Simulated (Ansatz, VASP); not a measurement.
## Two plane-wave programs on HfH2

```
Hf H
1.0
    -1.71589    1.71589    2.11411
     1.71589   -1.71589    2.11411
     1.71589    1.71589   -2.11411
Hf H
1 2
Direct
  0.00000 0.00000 0.00000
  0.75000 0.25000 0.50000
  0.25000 0.75000 0.50000
```

Alike in both runs: functional LDA; k mesh 18 × 18 × 18; occupations fermi-dirac, width 0.15 eV; no spin polarisation.

Ansatz relaxed the structure, and its values are those at the end. VASP's run is a single point on that final structure, the one shown.

```csv
,VASP,Ansatz
version,VASP 6.6.1,Ansatz 0.2.0
potentials or method,"VASP PAW LDA potentials, release 64 (Hf_pv, H), cutoff 520 eV","scalar-relativistic, plane waves, PAW"
valence electrons in the cell,12,28
```

|  | VASP | Ansatz | Ansatz less VASP |
| --- | --- | --- | --- |
| gap on the k mesh at the Fermi level (eV) | none | none | - |
| pressure (GPa) | 0.0 | 0.0 | -0.01 |

LDA's correlation is that of Perdew and Zunger in VASP and of Perdew and Wang (1992) in Ansatz. A gap of «none» marks a metal or a gap that the smearing closes. VASP's potentials hold 12 valence electrons a cell and Ansatz's 28, so a difference there can come from the potentials and not from the codes.

Neither program's run includes spin-orbit coupling.
